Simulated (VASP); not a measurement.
# SiC: single point with b88 exchange, pbe correlation

SiC:

```
Si C
1.0
     0.00000    2.13452    2.13452
     2.13452    0.00000    2.13452
     2.13452    2.13452    0.00000
Si C
1 1
Direct
  0.00000 0.00000 0.00000
  0.75000 0.75000 0.75000
```

```
Program                : VASP 6.6.1
Task                   : single point
Functional             : b88 exchange, pbe correlation
Potentials or basis    : VASP PAW PBE potentials, release 64 (Si, C)
Cutoff                 : 600 eV
k mesh                 : 10 × 10 × 10
Occupations            : fermi-dirac, width 0.05 eV
Spin                   : no spin polarisation
Dipole correction      : no
Further INCAR settings : ALGO = Normal; EDIFF = 1e-06; NBANDS = 11
```

* Pressure: 18.9 GPa
* Band gap on the k mesh: 1.31 eV (least direct gap 4.61 eV)

Levels at points of the mesh, in eV from the valence-band top:
| k point | band 1 | band 2 | band 3 | band 4 | band 5 | band 6 | band 7 | band 8 | band 9 |
| --- | --- | --- | --- | --- | --- | --- | --- | --- | --- |
| (0.00, 0.00, 0.00) | -15.89 | 0.00 | 0.00 | 0.00 | 6.96 | 7.76 | 7.76 | 7.76 | 14.89 |
| (0.50, 0.00, 0.00) | -12.10 | -8.87 | -1.06 | -1.06 | 6.01 | 7.49 | 7.49 | 10.41 | 16.97 |
| (0.50, 0.50, 0.00) | -10.59 | -7.99 | -3.30 | -3.30 | 1.31 | 4.56 | 14.77 | 14.77 | 15.63 |

It took 7.6 s on 1 thread of Intel(R) Xeon(R) Platinum 8259CL CPU @ 2.50GHz (Skylake/Cascade Lake), on a shared host, peak memory 0.13 GiB.

Caveat: the cell stands under pressure; the PAW data sets were made with another functional, which shifts forces and pressure a little. A k mesh can miss the band edges.
